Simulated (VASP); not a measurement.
# Si2Ni (Fm-3m) in VASP: a series of runs, part 2 of 3

VASP 6.6.1. The steps go on from the part before.

## 4. Single point, PBEsol

Contents of INCAR:

```
PREC     = Accurate       # precision mode
ENCUT    = 520            # plane-wave cutoff, eV
EDIFF    = 1E-6           # SCF threshold, eV
ISMEAR   = 0              # smearing method
SIGMA    = 0.1            # smearing width, eV
LREAL    = False          # projectors in reciprocal space
LASPH    = True           # aspherical terms in the spheres
NELM     = 80             # most SCF steps
ALGO     = Normal         # electronic algorithm
ISIF     = 2              # what is computed and relaxed
LWAVE    = False          # write WAVECAR
LCHARG   = False          # write CHGCAR
GGA      = PS             # functional
NBANDS   = 16             # bands
ISYM     = 0
```

Contents of KPOINTS:

```
Automatic mesh
0
Gamma
  9 9 11
```

Contents of POSCAR:

```
Si2Ni
1.0
    3.8123023599      0.0000000000      0.0000000000
   -1.9061511800      3.3015506906      0.0000000000
    1.9061511800      1.1005168969      3.1127318423
Si Ni
2 1
Direct
    0.5000000000      0.7500000000      0.7500000000
    0.5000000000      0.2500000000      0.2500000000
    0.0000000000      0.0000000000      0.0000000000
```

Potentials or basis: VASP PAW PBE potentials, release 64 (Si, Ni).

Launch:

```bash
> cat potpaw_PBE.64/Si/POTCAR potpaw_PBE.64/Ni/POTCAR > POTCAR
> mpirun -np 1 vasp_std > vasp.out
```

OUTCAR:

```text
PREC = Accurate
   ENCUT = 520
   EDIFF = 1E-6
   ISMEAR = 0
   LREAL = False
   LASPH = True
   NELM = 80
   ISIF = 2
   GGA = PS
   ISYM = 0

 ion  position               nearest neighbor table
   1  0.500  0.750  0.750-   3 2.33   3 2.33   3 2.33   3 2.33   2 2.70   2 2.70   2 2.70   2 2.70
                             2 2.70   2 2.70
   2  0.500  0.250  0.250-   3 2.33   3 2.33   3 2.33   3 2.33   1 2.70   1 2.70   1 2.70   1 2.70
                             1 2.70   1 2.70
   3  0.000  0.000  0.000-   2 2.33   1 2.33   1 2.33   2 2.33   2 2.33   1 2.33   2 2.33   1 2.33

IMPORTANT INFORMATION: All symmetrisations will be switched off!
NOSYMM: (Re-)initialisation of all symmetry stuff for point group C_1.

----------------------------------------------------------------------------------------

                                     Primitive cell

  volume of cell :      39.1784

  direct lattice vectors                    reciprocal lattice vectors
     3.812302360  0.000000000  0.000000000     0.262308680  0.151443987 -0.214174140
    -1.906151180  3.301550691  0.000000000     0.000000000  0.302887974 -0.107087070
     1.906151180  1.100516897  3.112731842     0.000000000  0.000000000  0.321261211

  length of vectors
     3.812302360  3.812302360  3.812302360     0.370960493  0.321261211  0.321261211

  position of ions in fractional coordinates (direct lattice)
     0.500000000  0.750000000  0.750000000
     0.500000000  0.250000000  0.250000000
     0.000000000  0.000000000  0.000000000

  ion indices of the primitive-cell ions
   primitive index   ion index
                 1           1
                 2           2
                 3           3

----------------------------------------------------------------------------------------

 KPOINTS: Automatic mesh

Automatic generation of k-mesh.
 Grid dimensions read from file:
 generate k-points for:    9    9   11
[... 105 lines left out ...]
     AMIX     =   0.40;   BMIX     =  1.00
     AMIX_MAG =   1.60;   BMIX_MAG =  1.00
  volume/ion in A,a.u.               =      13.06        88.13
  Fermi-wavevector in a.u.,A,eV,Ry     =   1.263233  2.387163 21.711587  1.595757
  Thomas-Fermi vector in A             =   2.396600
   LORBIT       =      0    0 simple, 1 ext, 2 COOP (PROOUT), +10 PAW based schemes
   GGA     = PS    functional components
   LHFCALC =     F    Hartree Fock is set to
   AEXX    =    0.0000 exact exchange contribution
   IVDW    =     0    specifies the selected vdW correction
   LEPSILON=     F    determine dielectric tensor
   LRPA    =     F    only Hartree local field effects (RPA)
 non-spin polarized calculation
 Gauss-broadening in eV      SIGMA  =   0.10
  energy-cutoff  :      520.00
  volume of cell :       39.18
 maximum number of plane-waves:      1069
   NGX = 15   NGY = 15   NGZ = 15

 number of electron      17.9999996 magnetization

 Free energy of the ion-electron system (eV)
  ---------------------------------------------------
  ext. energy  EPLUGINS =         0.00000000
  ---------------------------------------------------
  free energy    TOTEN  =       -18.98255467 eV

  energy without entropy =      -18.97732329  energy(sigma->0) =      -18.97993898

 E-fermi :  10.4984     XC(G=0): -11.7353

 val. band max:       10.4903130722   @ k =   0.2222  -0.2222   0.0909
 cond. band min:      10.5045267860   @ k =  -0.4444  -0.0000   0.1818
 fundamental gap:      0.0142137138
 Fermi energy:        10.4983592229

 k-point     1 :       0.0000    0.0000    0.0000
  band No.  band energies     occupation
      1      -3.4483      2.00000
      2       5.2105      2.00000
      3       5.2123      2.00000
      4       5.2125      2.00000
      5       6.9138      2.00000
      6       6.9157      2.00000
[... 433 lines left out ...]
      3       5.5572      2.00000
      4       5.5583      2.00000
      5       6.8903      2.00000
      6       6.8912      2.00000
[... 8 lines left out ...]
     15      17.2403      0.00000
     16      17.9336      0.00000

 [... further k-points ...]

------------------------ aborting loop because EDIFF is reached ----------------------------------------

  FORCE on cell =-STRESS in cart. coord.  units (eV):
  Direction    XX          YY          ZZ          XY          YZ          ZX
  --------------------------------------------------------------------------------------
  -------------------------------------------------------------------------------------
  Total        0.0472188      0.0818194     -0.0372254     -0.0299981      0.0136693      0.0236703
  in kB        1.9309849      3.3459540     -1.5223088     -1.2267523      0.5589974      0.9679802
  external PRESSURE =       1.2515433 kB  Pullay stress =       0.0000000 kB

 VOLUME and BASIS-vectors are now :
 -----------------------------------------------------------------------------
  energy-cutoff  :      520.00
  volume of cell :       39.18
      direct lattice vectors                 reciprocal lattice vectors
     3.812302360  0.000000000  0.000000000     0.262308680  0.151443987 -0.214174140
    -1.906151180  3.301550691  0.000000000     0.000000000  0.302887974 -0.107087070
     1.906151180  1.100516897  3.112731842     0.000000000  0.000000000  0.321261211

 POSITION                                       TOTAL-FORCE (eV/Angst)
 -----------------------------------------------------------------------------------
      1.90615      3.30155      2.33455         0.000519      0.000301      0.003095
      1.90615      1.10052      0.77818        -0.000519     -0.000301     -0.003095
      0.00000      0.00000      0.00000        -0.000000     -0.000000     -0.000000
 -----------------------------------------------------------------------------------
    total drift:                               -0.000000     -0.000000     -0.000000

  FREE ENERGIE OF THE ION-ELECTRON SYSTEM (eV)
  ---------------------------------------------------
  free  energy   TOTEN  =       -18.9825546662 eV

  energy  without entropy=      -18.9773232881  energy(sigma->0) =      -18.97993898
```

OSZICAR:

```text
N       E                     dE             d eps       ncg     rms          rms(c)
DAV:   1     0.633528668424E+02    0.63353E+02   -0.78278E+03 14344   0.115E+03
DAV:   2    -0.178644651591E+02   -0.81217E+02   -0.74291E+02 15880   0.215E+02
DAV:   3    -0.212131399728E+02   -0.33487E+01   -0.32922E+01 18584   0.475E+01
DAV:   4    -0.212648622312E+02   -0.51722E-01   -0.51697E-01 16880   0.564E+00
DAV:   5    -0.212661854591E+02   -0.13232E-02   -0.13232E-02 18632   0.951E-01    0.172E+01
DAV:   6    -0.262415944055E+02   -0.49754E+01   -0.44215E+01 14800   0.156E+02    0.256E+01
DAV:   7    -0.191470647642E+02    0.70945E+01   -0.13299E+01 17776   0.958E+01    0.393E+00
DAV:   8    -0.190329301255E+02    0.11413E+00   -0.17290E+00 19376   0.210E+01    0.270E+00
DAV:   9    -0.189854926108E+02    0.47438E-01   -0.27181E-01 17184   0.918E+00    0.692E-01
DAV:  10    -0.189827149606E+02    0.27777E-02   -0.10076E-02 20136   0.198E+00    0.303E-01
DAV:  11    -0.189825420710E+02    0.17289E-03   -0.10921E-03 21464   0.345E-01    0.561E-02
DAV:  12    -0.189825593687E+02   -0.17298E-04   -0.42192E-05 18072   0.588E-02    0.252E-02
DAV:  13    -0.189825546640E+02    0.47047E-05   -0.13034E-05 18376   0.877E-02    0.490E-03
DAV:  14    -0.189825546662E+02   -0.21585E-08   -0.11546E-06 10760   0.815E-03
   1 F= -.18982555E+02 E0= -.18979939E+02  d E =-.523138E-02
```

Run time: 5.9 min. Hardware: 1 thread of Intel Xeon 8259CL, shared host; peak memory 0.38 GiB.

Results:

* Free energy: -18.9826 eV
* Pressure: 0.1 GPa
* Band gap on the k mesh: zero (bands 9 and 10 overlap by 2.13 eV)

Caveat: the PAW data sets were made with another functional, which shifts forces and pressure a little.

## 5. Single point, PBEsol

Contents of INCAR:

```
PREC = Accurate
ENCUT = 520
EDIFF = 1E-6
ISMEAR = 0
SIGMA = 0.15
LREAL = False
LASPH = True
NELM = 60
ALGO = Normal
ISIF = 2
LWAVE = False
LCHARG = False
GGA = PS
NBANDS = 16
```

Contents of KPOINTS:

```
regular mesh
0
Gamma
  16 16 16
```

Contents of POSCAR:

```
Si2Ni
1.0
    0.0000000000      2.6957048548      2.6957048548
    2.6957048548      0.0000000000      2.6957048548
    2.6957048548      2.6957048548      0.0000000000
Si Ni
2 1
Direct
    0.2500000000      0.2500000000      0.2500000000
    0.7500000000      0.7500000000      0.7500000000
    0.0000000000      0.0000000000      0.0000000000
```

Launch:

```bash
> cat potpaw_PBE.64/Si/POTCAR potpaw_PBE.64/Ni/POTCAR > POTCAR
> mpirun -np 1 vasp_std > vasp.out
```

It took 53 s on 1 thread of AMD EPYC 9R45 (Zen 5), shared host; peak memory 0.19 GiB.

The run converged. Its results:

```
Free energy            : -18.9861 eV
Pressure               : 0.0 GPa
Band gap on the k mesh : zero (bands 9 and 10 overlap by 2.13 eV)
```

Levels at points of the mesh, in eV from the Fermi level:
```tsv
k point	band 5	band 6	band 7	band 8	band 9	band 10	band 11	band 12	band 13	band 14
(0.00, 0.00, 0.00)	-3.56	-3.56	-0.20	1.73	1.73	1.73	2.24	2.24	2.24	4.73
(0.50, 0.00, 0.00)	-3.78	-3.38	-3.38	-1.46	-1.46	1.76	1.82	1.82	2.66	9.21
(0.50, 0.50, 0.00)	-4.56	-3.67	-3.67	-3.49	-3.15	-0.41	1.33	7.76	8.38	8.38
```

Caveat: the PAW data sets were made with another functional, which shifts forces and pressure a little.

(Part 2 of 3 ends here.)
